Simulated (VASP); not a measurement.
# SiC (P6_3mc) in VASP: a series of runs

Runs on SiC. Level: PBEsol. Tasks: single point.

All numbers are computed with VASP 6.6.1; they aren't measurements. Logs are shortened: lines on timing, memory, paths and dates and some standing lists are left out, and cuts for length are marked.

**1. The cell of the first run**

The structure is hexagonal, space group P6_3mc (No. 186). The conventional cell has a = 3.076 Å, b = 3.076 Å, c = 5.149 Å, α = 90.00°, β = 90.00°, γ = 120.00°. Si (site symmetry 3m) has 4 C at 1.87 to 1.98 Å within 2.5 Å. C (site symmetry 3m) has 4 Si at 1.87 to 1.98 Å within 2.5 Å.

**2. Single point, PBEsol (zz strain of +2 %)**

INCAR

```
SYSTEM = SiC
PREC = Accurate
ENCUT = 520
EDIFF = 1E-6
ISMEAR = -1
SIGMA = 0.08
LREAL = .FALSE.
LASPH = .TRUE.
NELM = 80
ALGO = Normal
ISIF = 2
LWAVE = .FALSE.
LCHARG = .FALSE.
GGA = PS
NBANDS = 16
```

KPOINTS

```
Automatic mesh
0
G
  15 15 8
  0 0 0
```

POSCAR

```
SiC
1.0
    3.0759982064      0.0000000000      0.0000000000
   -1.5379991032      2.6638925888      0.0000000000
    0.0000000000      0.0000000000      5.1489600000
Si C
2 2
Direct
    0.3333333333      0.6666666667      0.0000000000
    0.6666666667      0.3333333333      0.5000000000
    0.3333333333      0.6666666667      0.3850000000
    0.6666666667      0.3333333333      0.8850000000
```

Potentials or basis: VASP PAW PBE potentials, release 64 (Si, C).

Run with:

```sh
cat potpaw_PBE.64/Si/POTCAR potpaw_PBE.64/C/POTCAR > POTCAR
mpirun -np 1 vasp_std > vasp.out
```

OUTCAR:

```text
SYSTEM = SiC
   PREC = Accurate
   ENCUT = 520
   EDIFF = 1E-6
   ISMEAR = -1
   LREAL = .FALSE.
   LASPH = .TRUE.
   NELM = 80
   ISIF = 2
   GGA = PS

 ion  position               nearest neighbor table
   1  0.333  0.667  0.000-   4 1.87   4 1.87   4 1.87   3 1.98   2 3.13   2 3.13   2 3.13   2 3.13
                             2 3.13   2 3.13
   2  0.667  0.333  0.500-   3 1.87   3 1.87   3 1.87   4 1.98   1 3.13   1 3.13   1 3.13   1 3.13
                             1 3.13   1 3.13
   3  0.333  0.667  0.385-   2 1.87   2 1.87   2 1.87   1 1.98
   4  0.667  0.333  0.885-   1 1.87   1 1.87   1 1.87   2 1.98

  LATTYP: Found a hexagonal cell.
 ALAT       =     3.0759982064
 C/A-ratio  =     1.6739151503

  Lattice vectors:

 A1 = (   3.0759982064,   0.0000000000,   0.0000000000)
 A2 = (  -1.5379991032,   2.6638925888,   0.0000000000)
 A3 = (   0.0000000000,   0.0000000000,   5.1489600000)

Analysis of symmetry for initial positions (statically):
=====================================================================
 Subroutine PRICEL returns:
 Original cell was already a primitive cell.

 Routine SETGRP: Setting up the symmetry group for a
 hexagonal supercell.

 Subroutine GETGRP returns: Found 12 space group operations
 (whereof  6 operations were pure point group operations)
 out of a pool of 24 trial point group operations.

The static configuration has the point symmetry C_3v.
 The point group associated with its full space group is C_6v.

Analysis of symmetry for dynamics (positions and initial velocities):
=====================================================================
 Subroutine PRICEL returns:
 Original cell was already a primitive cell.

 Routine SETGRP: Setting up the symmetry group for a
 hexagonal supercell.

 Subroutine GETGRP returns: Found 12 space group operations
 (whereof  6 operations were pure point group operations)
 out of a pool of 24 trial point group operations.

The dynamic configuration has the point symmetry C_3v.
 The point group associated with its full space group is C_6v.

 Subroutine INISYM returns: Found 12 space group operations
 (whereof  6 operations are pure point group operations),
 and found     1 'primitive' translations

----------------------------------------------------------------------------------------

                                     Primitive cell

  volume of cell :      42.1912

  direct lattice vectors                    reciprocal lattice vectors
     3.075998206  0.000000000  0.000000000     0.325097719  0.187695255  0.000000000
    -1.537999103  2.663892589  0.000000000     0.000000000  0.375390511  0.000000000
     0.000000000  0.000000000  5.148960000     0.000000000  0.000000000  0.194213977

  length of vectors
     3.075998206  3.075998206  5.148960000     0.375390511  0.375390511  0.194213977

  position of ions in fractional coordinates (direct lattice)
     0.333333333  0.666666667  0.000000000
     0.666666667  0.333333333  0.500000000
     0.333333333  0.666666667  0.385000000
     0.666666667  0.333333333  0.885000000

  ion indices of the primitive-cell ions
   primitive index   ion index
                 1           1
                 2           2
                 3           3
                 4           4

----------------------------------------------------------------------------------------

 KPOINTS: Automatic mesh

Automatic generation of k-mesh.
 Grid dimensions read from file:
 generate k-points for:   15   15    8

 Generating k-lattice:

  Cartesian coordinates                     Fractional coordinates (reciprocal lattice)
     0.021673181  0.012513017  0.000000000     0.066666667 -0.000000000  0.000000000
     0.000000000  0.025026034  0.000000000     0.000000000  0.066666667  0.000000000
     0.000000000  0.000000000  0.024276747     0.000000000  0.000000000  0.125000000

  Length of vectors
     0.025026034  0.025026034  0.024276747

  Shift w.r.t. Gamma in fractional coordinates (k-lattice)
     0.000000000  0.000000000  0.000000000

 Subroutine IBZKPT returns following result:
 ===========================================

 Found    135 irreducible k-points:

 Following reciprocal coordinates:
            Coordinates               Weight
  0.000000  0.000000  0.000000      1.000000
  0.066667  0.000000  0.000000      6.000000
  0.133333  0.000000  0.000000      6.000000
  0.200000  0.000000  0.000000      6.000000
  0.266667  0.000000  0.000000      6.000000
  0.333333  0.000000  0.000000      6.000000
[... 16 lines left out ...]
  0.333333  0.200000  0.000000     12.000000
  0.400000  0.200000  0.000000      6.000000
 [... further k-points ...]
   k-points           NKPTS =    135   k-points in BZ     NKDIM =    135   number of bands    NBANDS=     16
   number of dos      NEDOS =    301   number of ions     NIONS =      4
   total plane-waves  NPLWV =  23040
   dimension x,y,z NGX =    24 NGY =   24 NGZ =   40
   dimension x,y,z NGXF=    48 NGYF=   48 NGZF=   80
   ions per type =               2   2
   NGX,Y,Z   is equivalent  to a cutoff of  12.97, 12.97, 12.91 a.u.
   NGXF,Y,Z  is equivalent  to a cutoff of  25.94, 25.94, 25.83 a.u.
 SYSTEM =  SiC
   PREC   = accura    normal or accurate (medium, high low for compatibility)
   ISTART =      0    job   : 0-new  1-cont  2-samecut
   ICHARG =      2    charge: 1-file 2-atom 10-const
   ISPIN  =      1    spin polarized calculation?
   LNONCOLLINEAR =      F non collinear calculations
   LSORBIT =      F    spin-orbit coupling
   LASPH  =      T    aspherical Exc in radial PAW
   ENCUT  =  520.0 eV  38.22 Ry    6.18 a.u.   5.72  5.72  9.57*2*pi/ulx,y,z
   NELM   =     80;   NELMIN=  2; NELMDL= -5     # of ELM steps
   EDIFF  = 0.1E-05   stopping-criterion for ELM
   LREAL  =      F    real-space projection
   EDIFFG = 0.1E-04   stopping-criterion for IOM
   NSW    =      0    number of steps for IOM
   IBRION =     -1    ionic relax: 0-MD 1-quasi-New 2-CG
   NFREE  =      0    steps in history (QN), initial steepest desc. (CG)
   ISIF   =      2    stress and relaxation
   ISYM   =      2    0-nonsym 1-usesym 2-fastsym
   POTIM  = 0.5000    time-step for ionic-motion
   TEBEG  =    0.0;   TEEND  =   0.0 temperature during run
   PSTRESS=    0.0 pullay stress
   NELECT =      16.0000    total number of electrons
   NUPDOWN=      -1.0000    fix difference up-down
   EMIN   =  10.00;   EMAX   =-10.00  energy-range for DOS
   EFERMI =   0.00;   METHOD = LEGACY
   ISMEAR =    -1;   SIGMA  =   0.08  broadening in eV -4-tet -1-fermi 0-gaus
   EFERMI_NEDOS =   21; number of points for ismear=-14 and -15
   IALGO  =     38    algorithm
   IMIX   =      4    mixing-type and parameters
     AMIX     =   0.40;   BMIX     =  1.00
     AMIX_MAG =   1.60;   BMIX_MAG =  1.00
  volume/ion in A,a.u.               =      10.55        71.18
  Fermi-wavevector in a.u.,A,eV,Ry     =   1.184970  2.239269 19.104677  1.404154
  Thomas-Fermi vector in A             =   2.321173
   LORBIT       =      0    0 simple, 1 ext, 2 COOP (PROOUT), +10 PAW based schemes
   GGA     = PS    functional components
   LHFCALC =     F    Hartree Fock is set to
   AEXX    =    0.0000 exact exchange contribution
   IVDW    =     0    specifies the selected vdW correction
   LEPSILON=     F    determine dielectric tensor
   LRPA    =     F    only Hartree local field effects (RPA)
 non-spin polarized calculation
  energy-cutoff  :      520.00
  volume of cell :       42.19
 maximum number of plane-waves:      1172
 NGX is ok and might be reduce to    24
   NGX = 11   NGY = 11   NGZ = 19

 number of electron      15.9999999 magnetization

 Free energy of the ion-electron system (eV)
  ---------------------------------------------------
  ext. energy  EPLUGINS =         0.00000000
  ---------------------------------------------------
  free energy    TOTEN  =       -31.74719531 eV

  energy without entropy =      -31.74719530  energy(sigma->0) =      -31.74719530

 E-fermi :   9.2037     XC(G=0): -11.4126

 val. band max:        8.0435812474   @ k =   0.0000   0.0000   0.0000
 cond. band min:      10.2831491291   @ k =   0.3333   0.3333   0.0000
 fundamental gap:      2.2395678817
 Fermi energy:         9.2037149887

 k-point     1 :       0.0000    0.0000    0.0000
  band No.  band energies     occupation
      1      -7.4584      2.00000
      2      -4.1592      2.00000
      3      -0.5295      2.00000
      4       6.6939      2.00000
      5       6.6939      2.00000
      6       7.8723      2.00000
[... 8 lines left out ...]
     15      16.6809      0.00000
     16      19.1283      0.00000

 k-point     2 :       0.0667    0.0000    0.0000
  band No.  band energies     occupation
      1      -7.3808      2.00000
      2      -4.0913      2.00000
      3      -0.4568      2.00000
      4       6.2425      2.00000
      5       6.5564      2.00000
      6       7.5691      2.00000
[... 8 lines left out ...]
     15      16.8868      0.00000
     16      18.6108      0.00000

 k-point     3 :       0.1333    0.0000    0.0000
  band No.  band energies     occupation
      1      -7.1492      2.00000
      2      -3.8906      2.00000
      3      -0.2421      2.00000
      4       5.1679      2.00000
      5       6.2170      2.00000
      6       6.7804      2.00000
[... 8 lines left out ...]
     15      17.4117      0.00000
     16      17.6106      0.00000

 k-point     4 :       0.2000    0.0000    0.0000
  band No.  band energies     occupation
      1      -6.7676      2.00000
      2      -3.5681      2.00000
      3       0.1012      2.00000
      4       3.8624      2.00000
      5       5.7299      2.00000
      6       5.8020      2.00000
[... 8 lines left out ...]
     15      17.3713      0.00000
     16      18.0358      0.00000
[... 324 lines left out ...]
 k-point    22 :       0.2667    0.2000    0.0000
  band No.  band energies     occupation
      1      -4.7745      2.00000
      2      -2.3193      2.00000
      3       0.7368      2.00000
      4       2.2365      2.00000
      5       2.5467      2.00000
      6       3.4725      2.00000
[... 8 lines left out ...]
     15      18.0941      0.00000
     16      19.4431      0.00000

 k-point    23 :       0.3333    0.2000    0.0000
  band No.  band energies     occupation
      1      -4.0677      2.00000
      2      -2.3663      2.00000
      3       0.5622      2.00000
      4       1.9016      2.00000
      5       2.6719      2.00000
      6       3.1180      2.00000
[... 8 lines left out ...]
     15      18.6714      0.00000
     16      19.3933      0.00000

 k-point    24 :       0.4000    0.2000    0.0000
  band No.  band energies     occupation
      1      -3.6449      2.00000
      2      -2.5887      2.00000
      3       0.5947      2.00000
      4       1.7447      2.00000
      5       2.4012      2.00000
      6       3.4373      2.00000
[... 8 lines left out ...]
     15      18.6997      0.00000
     16      19.9291      0.00000

 [... further k-points ...]

------------------------ aborting loop because EDIFF is reached ----------------------------------------

  FORCE on cell =-STRESS in cart. coord.  units (eV):
  Direction    XX          YY          ZZ          XY          YZ          ZX
  --------------------------------------------------------------------------------------
  -------------------------------------------------------------------------------------
  Total        0.3893030      0.3893030     -3.2201489      0.0000000      0.0000000      0.0000000
  in kB       14.7834569     14.7834569   -122.2824761      0.0000000      0.0000000      0.0000000
  external PRESSURE =     -30.9051874 kB  Pullay stress =       0.0000000 kB

 VOLUME and BASIS-vectors are now :
 -----------------------------------------------------------------------------
  energy-cutoff  :      520.00
  volume of cell :       42.19
      direct lattice vectors                 reciprocal lattice vectors
     3.075998206  0.000000000  0.000000000     0.325097719  0.187695255  0.000000000
    -1.537999103  2.663892589  0.000000000     0.000000000  0.375390511  0.000000000
     0.000000000  0.000000000  5.148960000     0.000000000  0.000000000  0.194213977

 POSITION                                       TOTAL-FORCE (eV/Angst)
 -----------------------------------------------------------------------------------
     -0.00000      1.77593      0.00000         0.000000     -0.000000      0.835011
      1.53800      0.88796      2.57448         0.000000      0.000000      0.835011
     -0.00000      1.77593      1.98235        -0.000000     -0.000000     -0.835011
      1.53800      0.88796      4.55683         0.000000     -0.000000     -0.835011
 -----------------------------------------------------------------------------------
    total drift:                               -0.000000      0.000000     -0.000399

  FREE ENERGIE OF THE ION-ELECTRON SYSTEM (eV)
  ---------------------------------------------------
  free  energy   TOTEN  =       -31.7471953078 eV

  energy  without entropy=      -31.7471952958  energy(sigma->0) =      -31.74719530
```

Run time: 87 s. Hardware: 1 thread of Intel Xeon 8259CL, shared host; peak memory 0.21 GiB.

Results:

```
Free energy            : -31.7472 eV
Pressure               : -3.1 GPa
Largest force          : 0.835 eV/Å
Band gap on the k mesh : 2.24 eV (least direct gap 4.11 eV)
```

Forces on the atoms (eV/Å):
```
Si   0.000  0.000  0.835
Si   0.000  0.000  0.835
C    0.000  0.000 -0.835
C    0.000  0.000 -0.835
```

Stress tensor (GPa, compression positive):
```
  1.48   0.00   0.00
  0.00   1.48   0.00
  0.00   0.00 -12.23
```

Caveat: the cell differs from its parent crystal (zz strain of +2 %); the cell stands under tension; the PAW data sets were made with another functional, which shifts forces and pressure a little; an odd mesh through Γ misses points on the zone boundary, where band edges can lie.

**3. Single point, PBEsol (10.55 Å³/atom)**

INCAR

```
PREC = Accurate ; ENCUT = 520
EDIFF = 1E-6 ; ISMEAR = -1
SIGMA = 0.08 ; LREAL = F
LASPH = T ; NELM = 80
ALGO = Normal ; ISIF = 2
LWAVE = F ; LCHARG = F
GGA = PS ; NBANDS = 16
```

KPOINTS

```
Automatic mesh
0
Gamma
  15 15 8
```

POSCAR

```
SiC
1.0
    3.0963696491      0.0000000000      0.0000000000
   -1.5481848246      2.6815347757      0.0000000000
    0.0000000000      0.0000000000      5.0814314379
Si C
2 2
Direct
    0.3333333333      0.6666666667      0.0000000000
    0.6666666667      0.3333333333      0.5000000000
    0.3333333333      0.6666666667      0.3850000000
    0.6666666667      0.3333333333      0.8850000000
```

Potentials or basis: VASP PAW PBE potentials, release 64 (Si, C).

Run with:

```sh
cat potpaw_PBE.64/Si/POTCAR potpaw_PBE.64/C/POTCAR > POTCAR
mpirun -np 1 vasp_std > vasp.out
```

OUTCAR:

```text
PREC = Accurate
   ENCUT = 520
   EDIFF = 1E-6
   ISMEAR = -1
   LREAL = F
   LASPH = T
   NELM = 80
   ISIF = 2
   GGA = PS

 ion  position               nearest neighbor table
   1  0.333  0.667  0.000-   4 1.88   4 1.88   4 1.88   3 1.96   2 3.11   2 3.11   2 3.11   2 3.11
                             2 3.11   2 3.11
   2  0.667  0.333  0.500-   3 1.88   3 1.88   3 1.88   4 1.96   1 3.11   1 3.11   1 3.11   1 3.11
                             1 3.11   1 3.11
   3  0.333  0.667  0.385-   2 1.88   2 1.88   2 1.88   1 1.96
[... 661 lines left out ...]
  --------------------------------------------------------------------------------------
  -------------------------------------------------------------------------------------
  Total       -0.5971291     -0.5971291     -1.6923102      0.0000000      0.0000000      0.0000000
  in kB      -22.6754829    -22.6754829    -64.2640731      0.0000000      0.0000000      0.0000000
  external PRESSURE =     -36.5383463 kB  Pullay stress =       0.0000000 kB

 VOLUME and BASIS-vectors are now :
 -----------------------------------------------------------------------------
  energy-cutoff  :      520.00
  volume of cell :       42.19
      direct lattice vectors                 reciprocal lattice vectors
     3.096369649  0.000000000  0.000000000     0.322958856  0.186460383  0.000000000
    -1.548184825  2.681534776  0.000000000     0.000000000  0.372920765  0.000000000
     0.000000000  0.000000000  5.081431438     0.000000000  0.000000000  0.196794941

 POSITION                                       TOTAL-FORCE (eV/Angst)
 -----------------------------------------------------------------------------------
     -0.00000      1.78769      0.00000        -0.000000      0.000000      0.720613
      1.54818      0.89384      2.54072        -0.000000     -0.000000      0.720613
     -0.00000      1.78769      1.95635         0.000000     -0.000000     -0.720613
      1.54818      0.89384      4.49707        -0.000000      0.000000     -0.720613
 -----------------------------------------------------------------------------------
    total drift:                               -0.000000      0.000000      0.000254

  FREE ENERGIE OF THE ION-ELECTRON SYSTEM (eV)
  ---------------------------------------------------
  free  energy   TOTEN  =       -31.7783036982 eV

  energy  without entropy=      -31.7783036840  energy(sigma->0) =      -31.77830369
```

Run time: 71 s. Hardware: 1 thread of Intel Xeon 8259CL, shared host; peak memory 0.21 GiB.

What came out:

- Free energy: -31.7783 eV
- Pressure: -3.7 GPa
- Largest force: 0.721 eV/Å
- Band gap on the k mesh: 2.20 eV (least direct gap 3.93 eV)

Forces on the atoms (eV/Å):
```
Si   0.000  0.000  0.721
Si   0.000  0.000  0.721
C    0.000  0.000 -0.721
C    0.000  0.000 -0.721
```

Stress tensor (GPa, compression positive):
```
-2.27  0.00  0.00
 0.00 -2.27  0.00
 0.00  0.00 -6.43
```

Caveat: the cell stands under tension; the PAW data sets were made with another functional, which shifts forces and pressure a little; an odd mesh through Γ misses points on the zone boundary, where band edges can lie.

(Part 1 of 2 ends here.)
